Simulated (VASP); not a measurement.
Runs of VASP 6.6.1 on Cu3N. The structure is that of space group Pm-3m (No. 221), or close to it. The cells are those of the table. 

| task | level | potentials or basis | cell | k mesh | cutoff (eV) | gap on the mesh (eV) | pressure (GPa) | relaxed volume (Å³/atom) |
| --- | --- | --- | --- | --- | --- | --- | --- | --- |
| single point | r2SCAN | VASP PAW PBE potentials, release 64 (Cu, N) | a = 3.860 Å, 4 atoms | 9 × 9 × 9 | 660 | 0.92 | (c) | - |
| relaxation of cell and atoms | PBE | VASP PAW PBE potentials, release 64 (Cu, N) | relaxed from a = 3.807 Å, 4 atoms | 8 × 8 × 8 | 600 | 0.26 | 0.0 | 14.08 |
| relaxation of cell and atoms | LDA | VASP PAW LDA potentials, release 64 (Cu, N) | relaxed from a = 3.807 Å, 4 atoms | 8 × 8 × 8 | 600 | - | -0.1 | 12.95 |
| relaxation of cell and atoms | PBEsol | VASP PAW PBE potentials, release 64 (Cu, N) | relaxed from a = 3.807 Å, 4 atoms | 8 × 8 × 8 | 600 | - | 0.0 | (b) |
| relaxation of cell and atoms | r2SCAN | VASP PAW PBE potentials, release 64 (Cu, N) | relaxed from a = 3.807 Å, 4 atoms | 8 × 8 × 8 | 660 | (a) | 0.0 | 13.65 |

Alike in all rows: no spin polarisation; smearing fermi-dirac 0.1 eV.

Q: Estimate the missing entries.

A: (a) 0.27; (b) 13.39; (c) -5.8.

Caveats: the PAW data sets were made with another functional, which shifts forces and pressure a little (at least some runs); the cell stands under tension (at least some runs); an odd mesh through Γ misses points on the zone boundary, where band edges can lie (at least some runs).
